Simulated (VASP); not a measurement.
**Ti: single point with PBEsol**

Ti:

```
CELL_PARAMETERS angstrom
2.90048 0.00000 0.00000
-1.45024 2.51189 0.00000
0.00000 0.00000 4.59092
ATOMIC_POSITIONS crystal
Ti 0.33333 0.66667 0.25000
Ti 0.66667 0.33333 0.75000
```

| Item | Value |
| --- | --- |
| Program | VASP 6.6.1 |
| Task | single point |
| Functional | PBEsol |
| Potentials or basis | VASP PAW PBE potentials, release 64 (Ti_sv) |
| Cutoff | 520 eV |
| k mesh | 18 × 18 × 10 |
| Occupations | gaussian, width 0.1 eV |
| Spin | no spin polarisation |

The pressure is -0.4 GPa and the band gap on the k mesh is zero (band 12 reaches 9.40 eV, above the bottom of band 13 at 8.29 eV).

Levels at points of the mesh, in eV from the Fermi level:
```
           k point  band 10  band 11  band 12  band 13  band 14  band 15
(0.00, 0.00, 0.00)    -2.80     0.78     0.78     0.89     0.91     1.31
(0.50, 0.00, 0.00)    -2.28    -1.96    -0.59     0.46     0.65     1.23
(0.00, 0.00, 0.50)    -4.39     0.08     0.08     0.68     0.68     0.68
(0.50, 0.00, 0.50)    -2.66    -0.87    -0.87     1.43     1.43     1.79
```

It took 10 min on 1 thread of AMD EPYC 7R13 Processor (Zen 3) (shared host), peak memory 0.21 GiB.

Caveat: the PAW data sets were made with another functional, which shifts forces and pressure a little.
